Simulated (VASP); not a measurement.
# CoSn (P6/mmm) in VASP: notebook

The runs below take CoSn through single point, with PBE, PBEsol.

Everything below comes from runs of VASP 6.6.1. Logs are shortened: lines on timing, memory, paths and dates and some standing lists are left out, and cuts for length are marked.

### Step 1. The cell of the first run

Symmetry: P6/mmm, No. 191, hexagonal system. Conventional cell: a = 5.296 Å, b = 5.296 Å, c = 4.231 Å, α = 90.00°, β = 90.00°, γ = 120.00°. Sn (site symmetry 6/mmm) has 6 Co at 2.65 Å within 3.5 Å. Within 3.4 Å of Sn (site symmetry -6m2) lie 6 Co at 2.61 Å and 3 Sn at 3.06 Å. Within 3.4 Å of Co (site symmetry mmm) lie 6 Sn at 2.61 to 2.65 Å and 4 Co at 2.65 Å.

### Step 2. Single point, PBE, collinear spin, ferromagnetic start

Contents of INCAR:

```
PREC     = Accurate       # precision mode
ENCUT    = 520            # plane-wave cutoff, eV
EDIFF    = 1E-6           # SCF threshold, eV
ISMEAR   = -1             # smearing method
SIGMA    = 0.05           # smearing width, eV
LREAL    = False          # projectors in reciprocal space
LASPH    = True           # aspherical terms in the spheres
NELM     = 150            # most SCF steps
ALGO     = Normal         # electronic algorithm
ISIF     = 2              # what is computed and relaxed
LWAVE    = False          # write WAVECAR
LCHARG   = False          # write CHGCAR
ISPIN    = 2              # spin polarisation
MAGMOM   = 0 0 0 2 2 2    # initial moments
LORBIT   = 11             # projections on sites
LMAXMIX  = 4              # l up to which the mixer works
GGA      = PE             # functional
NBANDS   = 48             # bands
```

Contents of KPOINTS:

```
regular mesh
0
Gamma
  6 6 7
```

Contents of POSCAR:

```
CoSn
1.0
    5.2963395008      0.0000000000      0.0000000000
   -2.6481697504      4.5867645547      0.0000000000
    0.0000000000      0.0000000000      4.2314953715
Sn Co
3 3
Direct
    0.0000000000      0.0000000000      0.0000000000
    0.3333333333      0.6666666667      0.5000000000
    0.6666666667      0.3333333333      0.5000000000
    0.5000000000      0.0000000000      0.0000000000
    0.5000000000      0.5000000000      0.0000000000
    0.0000000000      0.5000000000      0.0000000000
```

Potentials or basis: VASP PAW PBE potentials, release 64 (Sn_d, Co).

The run is started by

```sh
$ cat potpaw_PBE.64/Sn_d/POTCAR potpaw_PBE.64/Co/POTCAR > POTCAR
$ mpirun -np 1 vasp_std > vasp.out
```

OUTCAR:

```text
PREC = Accurate
   ENCUT = 520
   EDIFF = 1E-6
   ISMEAR = -1
   LREAL = False
   LASPH = True
   NELM = 150
   ISIF = 2
   ISPIN = 2
   LORBIT = 11
   GGA = PE

 ion  position               nearest neighbor table
   1  0.000  0.000  0.000-   5 2.65   6 2.65   6 2.65   5 2.65   4 2.65   4 2.65   3 3.72   3 3.72
                             2 3.72   2 3.72   2 3.72   3 3.72   2 3.72   3 3.72   2 3.72   3 3.72
   2  0.333  0.667  0.500-   4 2.61   4 2.61   6 2.61   6 2.61   5 2.61   5 2.61   3 3.06   3 3.06
                             3 3.06   1 3.72   1 3.72   1 3.72   1 3.72   1 3.72   1 3.72
   3  0.667  0.333  0.500-   4 2.61   4 2.61   6 2.61   6 2.61   5 2.61   5 2.61   2 3.06   2 3.06
                             2 3.06   1 3.72   1 3.72   1 3.72   1 3.72   1 3.72   1 3.72
   4  0.500  0.000  0.000-   2 2.61   3 2.61   2 2.61   3 2.61   5 2.65   6 2.65   5 2.65   6 2.65
                             1 2.65   1 2.65
   5  0.500  0.500  0.000-   2 2.61   3 2.61   2 2.61   3 2.61   1 2.65   4 2.65   4 2.65   1 2.65
                             6 2.65   6 2.65
   6  0.000  0.500  0.000-   2 2.61   3 2.61   2 2.61   3 2.61   1 2.65   4 2.65   1 2.65   4 2.65
                             5 2.65   5 2.65

  LATTYP: Found a hexagonal cell.
 ALAT       =     5.2963395008
 C/A-ratio  =     0.7989471541

  Lattice vectors:

 A1 = (   5.2963395008,   0.0000000000,   0.0000000000)
 A2 = (  -2.6481697504,   4.5867645547,   0.0000000000)
 A3 = (   0.0000000000,   0.0000000000,   4.2314953715)

Analysis of symmetry for initial positions (statically):
=====================================================================
 Subroutine PRICEL returns:
 Original cell was already a primitive cell.

 Routine SETGRP: Setting up the symmetry group for a
 hexagonal supercell.

 Subroutine GETGRP returns: Found 24 space group operations
 (whereof 24 operations were pure point group operations)
 out of a pool of 24 trial point group operations.

The static configuration has the point symmetry D_6h.

Analysis of symmetry for dynamics (positions and initial velocities):
=====================================================================
 Subroutine PRICEL returns:
 Original cell was already a primitive cell.

 Routine SETGRP: Setting up the symmetry group for a
 hexagonal supercell.

 Subroutine GETGRP returns: Found 24 space group operations
 (whereof 24 operations were pure point group operations)
 out of a pool of 24 trial point group operations.

The dynamic configuration has the point symmetry D_6h.

Analysis of structural, dynamic, and magnetic symmetry:
=====================================================================
 Subroutine PRICEL returns:
 Original cell was already a primitive cell.

 Routine SETGRP: Setting up the symmetry group for a
 hexagonal supercell.

 Subroutine GETGRP returns: Found 24 space group operations
 (whereof 24 operations were pure point group operations)
 out of a pool of 24 trial point group operations.

The overall configuration has the point symmetry D_6h.

 Subroutine INISYM returns: Found 24 space group operations
 (whereof 24 operations are pure point group operations),
 and found     1 'primitive' translations

----------------------------------------------------------------------------------------

                                     Primitive cell

  volume of cell :     102.7960

  direct lattice vectors                    reciprocal lattice vectors
     5.296339501  0.000000000  0.000000000     0.188809649  0.109009301  0.000000000
    -2.648169750  4.586764555  0.000000000     0.000000000  0.218018603  0.000000000
     0.000000000  0.000000000  4.231495372     0.000000000  0.000000000  0.236323075

  length of vectors
     5.296339501  5.296339501  4.231495372     0.218018603  0.218018603  0.236323075

  position of ions in fractional coordinates (direct lattice)
     0.000000000  0.000000000  0.000000000
     0.333333333  0.666666667  0.500000000
     0.666666667  0.333333333  0.500000000
     0.500000000  0.000000000  0.000000000
     0.500000000  0.500000000  0.000000000
     0.000000000  0.500000000  0.000000000

  ion indices of the primitive-cell ions
   primitive index   ion index
                 1           1
                 2           2
                 3           3
[... 58 lines left out ...]
   number of dos      NEDOS =    301   number of ions     NIONS =      6
   total plane-waves  NPLWV =  51200
   dimension x,y,z NGX =    40 NGY =   40 NGZ =   32
   dimension x,y,z NGXF=    80 NGYF=   80 NGZF=   64
   ions per type =               3   3
   NGX,Y,Z   is equivalent  to a cutoff of  12.56, 12.56, 12.57 a.u.
   NGXF,Y,Z  is equivalent  to a cutoff of  25.11, 25.11, 25.14 a.u.
 SYSTEM =  unknown system
   PREC   = accura    normal or accurate (medium, high low for compatibility)
   ISTART =      0    job   : 0-new  1-cont  2-samecut
   ICHARG =      2    charge: 1-file 2-atom 10-const
   ISPIN  =      2    spin polarized calculation?
   LNONCOLLINEAR =      F non collinear calculations
   LSORBIT =      F    spin-orbit coupling
   LASPH  =      T    aspherical Exc in radial PAW
   ENCUT  =  520.0 eV  38.22 Ry    6.18 a.u.   9.85  9.85  7.87*2*pi/ulx,y,z
   NELM   =    150;   NELMIN=  2; NELMDL= -5     # of ELM steps
   EDIFF  = 0.1E-05   stopping-criterion for ELM
   LREAL  =      F    real-space projection
   EDIFFG = 0.1E-04   stopping-criterion for IOM
   NSW    =      0    number of steps for IOM
   IBRION =     -1    ionic relax: 0-MD 1-quasi-New 2-CG
   NFREE  =      0    steps in history (QN), initial steepest desc. (CG)
   ISIF   =      2    stress and relaxation
   ISYM   =      2    0-nonsym 1-usesym 2-fastsym
   POTIM  = 0.5000    time-step for ionic-motion
   TEBEG  =    0.0;   TEEND  =   0.0 temperature during run
   PSTRESS=    0.0 pullay stress
   NELECT =      69.0000    total number of electrons
   NUPDOWN=      -1.0000    fix difference up-down
   EMIN   =  10.00;   EMAX   =-10.00  energy-range for DOS
   EFERMI =   0.00;   METHOD = LEGACY
   ISMEAR =    -1;   SIGMA  =   0.05  broadening in eV -4-tet -1-fermi 0-gaus
   EFERMI_NEDOS =   21; number of points for ismear=-14 and -15
   IALGO  =     38    algorithm
   IMIX   =      4    mixing-type and parameters
     AMIX     =   0.40;   BMIX     =  1.00
     AMIX_MAG =   1.60;   BMIX_MAG =  1.00
  volume/ion in A,a.u.               =      17.13       115.62
  Fermi-wavevector in a.u.,A,eV,Ry     =   1.433395  2.708723 27.954810  2.054621
  Thomas-Fermi vector in A             =   2.552918
   LORBIT       =     11    0 simple, 1 ext, 2 COOP (PROOUT), +10 PAW based schemes
   GGA     = PE    functional components
   LHFCALC =     F    Hartree Fock is set to
   AEXX    =    0.0000 exact exchange contribution
   IVDW    =     0    specifies the selected vdW correction
   LEPSILON=     F    determine dielectric tensor
   LRPA    =     F    only Hartree local field effects (RPA)
 spin polarized calculation
  energy-cutoff  :      520.00
  volume of cell :      102.80
 maximum number of plane-waves:      2787
 NGX is ok and might be reduce to    40
   NGX = 19   NGY = 19   NGZ = 15

 number of electron      69.0000014 magnetization       0.0005853

 number of electron      69.0000014 magnetization      -0.0003566

 Free energy of the ion-electron system (eV)
  ---------------------------------------------------
  ext. energy  EPLUGINS =         0.00000000
  ---------------------------------------------------
  free energy    TOTEN  =       -33.25745505 eV

  energy without entropy =      -33.23761380  energy(sigma->0) =      -33.24753442

 E-fermi :   9.8049     XC(G=0): -11.7043

 val. band max:        9.7690084708   @ k =   0.3333  -0.0000   0.2857
 cond. band min:       9.8624185892   @ k =   0.3333   0.3333   0.2857
 fundamental gap:      0.0934101184
 Fermi energy:         9.8049206164

 spin component 1

 k-point     1 :       0.0000    0.0000    0.0000
  band No.  band energies     occupation
      1     -11.7491      1.00000
      2     -11.6385      1.00000
      3     -11.6385      1.00000
      4     -11.6317      1.00000
      5     -11.6317      1.00000
      6     -11.5288      1.00000
[... 1165 lines left out ...]
     45      17.9296      0.00000
     46      18.2675      0.00000

 [... further k-points ...]

 spin component 2

 k-point     1 :       0.0000    0.0000    0.0000
  band No.  band energies     occupation
      1     -11.7491      1.00000
      2     -11.6385      1.00000
      3     -11.6385      1.00000
      4     -11.6318      1.00000
      5     -11.6318      1.00000
      6     -11.5288      1.00000
[... 1165 lines left out ...]
     45      17.9296      0.00000
     46      18.2675      0.00000

 [... further k-points ...]

 [bands above 46 left out]

------------------------ aborting loop because EDIFF is reached ----------------------------------------

  FORCE on cell =-STRESS in cart. coord.  units (eV):
  Direction    XX          YY          ZZ          XY          YZ          ZX
  --------------------------------------------------------------------------------------
  -------------------------------------------------------------------------------------
  Total       -0.0488575     -0.0488575     -0.0958116     -0.0000000      0.0000000      0.0000000
  in kB       -0.7614930     -0.7614930     -1.4933193     -0.0000000      0.0000000      0.0000000
  external PRESSURE =      -1.0054351 kB  Pullay stress =       0.0000000 kB

 VOLUME and BASIS-vectors are now :
 -----------------------------------------------------------------------------
  energy-cutoff  :      520.00
  volume of cell :      102.80
      direct lattice vectors                 reciprocal lattice vectors
     5.296339501  0.000000000  0.000000000     0.188809649  0.109009301  0.000000000
    -2.648169750  4.586764555  0.000000000     0.000000000  0.218018603  0.000000000
     0.000000000  0.000000000  4.231495372     0.000000000  0.000000000  0.236323075

 POSITION                                       TOTAL-FORCE (eV/Angst)
 -----------------------------------------------------------------------------------
      0.00000      0.00000      0.00000        -0.000000      0.000000      0.000000
     -0.00000      3.05784      2.11575         0.000000      0.000000      0.000000
      2.64817      1.52892      2.11575        -0.000000     -0.000000      0.000000
      2.64817      0.00000      0.00000        -0.000000      0.000000      0.000000
      1.32408      2.29338      0.00000         0.000000      0.000000      0.000000
     -1.32408      2.29338      0.00000        -0.000000      0.000000      0.000000
 -----------------------------------------------------------------------------------
    total drift:                               -0.000000      0.000000     -0.000000

  FREE ENERGIE OF THE ION-ELECTRON SYSTEM (eV)
  ---------------------------------------------------
  free  energy   TOTEN  =       -33.2574550457 eV

  energy  without entropy=      -33.2376137998  energy(sigma->0) =      -33.24753442

 total charge

# of ion       s       p       d       tot
------------------------------------------
    1        1.162   1.095  10.034  12.291
    2        1.130   1.238  10.063  12.431
    3        1.130   1.238  10.063  12.431
    4        0.394   0.449   7.465   8.308
    5        0.394   0.449   7.465   8.308
    6        0.394   0.449   7.465   8.308
--------------------------------------------------
tot          4.604   4.919  52.555  62.078

 magnetization (x)

# of ion       s       p       d       tot
------------------------------------------
    1       -0.000  -0.000   0.000  -0.000
    2        0.000  -0.000   0.000   0.000
    3        0.000  -0.000   0.000   0.000
    4        0.000   0.000  -0.000  -0.000
    5        0.000   0.000  -0.000  -0.000
    6        0.000   0.000  -0.000  -0.000
--------------------------------------------------
tot          0.000  -0.000  -0.000  -0.000
```

It took 4.3 min on 1 thread of AMD EPYC 7R43 (Zen 3), shared host; peak memory 0.33 GiB.

Results:

* Free energy: -33.2575 eV
* Pressure: -0.1 GPa
* Net moment: 0.00 μB per cell
* Valence electrons inside the program's atomic spheres: Sn 12.29, 12.43 (each value once); Co 8.31

Caveat: spin-orbit coupling is left out, which moves the levels of the heavy elements.

(Part 1 of 2 ends here.)
